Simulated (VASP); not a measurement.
## WSe2: single point with PBE

WSe2, a slab with vacuum:

```
W Se
1.0
     3.32006    0.00000    0.00000
    -1.66003    2.87526    0.00000
     0.00000    0.00000   16.65418
W Se
1 2
Direct
  0.77621 0.05843 0.00000
  0.33333 0.66667 0.10077
  0.33333 0.66667 0.89923
```

This cell differs from its parent crystal: atom 1 (W) moved by -0.840 Å along [1 0 0] and +0.168 Å along [1 2 0].

- Program: VASP 6.6.1
- Task: single point
- Functional: PBE
- Potentials or basis: VASP PAW PBE potentials, release 64 (W_sv, Se)
- Cutoff: 520 eV
- k mesh: 9 × 9 × 2
- Occupations: gaussian, width 0.05 eV
- Spin: no spin polarisation
- Dipole correction: no
- Further INCAR settings: ALGO = Normal; EDIFF = 1e-07; NBANDS = 20

The largest force is 5.559 eV/Å and the band gap on the k mesh is zero (bands 13 and 14 overlap by 0.25 eV).

Forces in eV/Å, atoms in the order of the input:
```
W    4.862  2.344  0.000
Se  -2.431 -1.172  4.860
Se  -2.431 -1.172 -4.860
```

Levels at points of the mesh, in eV from the Fermi level:
| k point | band 11 | band 12 | band 13 | band 14 | band 15 | band 16 |
| --- | --- | --- | --- | --- | --- | --- |
| (0.00, 0.00, 0.00) | -2.48 | -1.80 | -1.29 | 0.27 | 0.86 | 1.73 |
| (0.00, 0.00, 0.50) | -2.48 | -1.80 | -1.29 | 0.27 | 0.86 | 1.73 |

Wall time 2.7 min on 1 thread of Intel(R) Xeon(R) 6975P-C (Granite Rapids) (shared host), peak memory 0.47 GiB.

Caveat: the cell differs from its parent crystal (atom 1 (W) moved by -0.840 Å along [1 0 0] and +0.168 Å along [1 2 0]); spin-orbit coupling is left out, which moves the levels of the heavy elements.
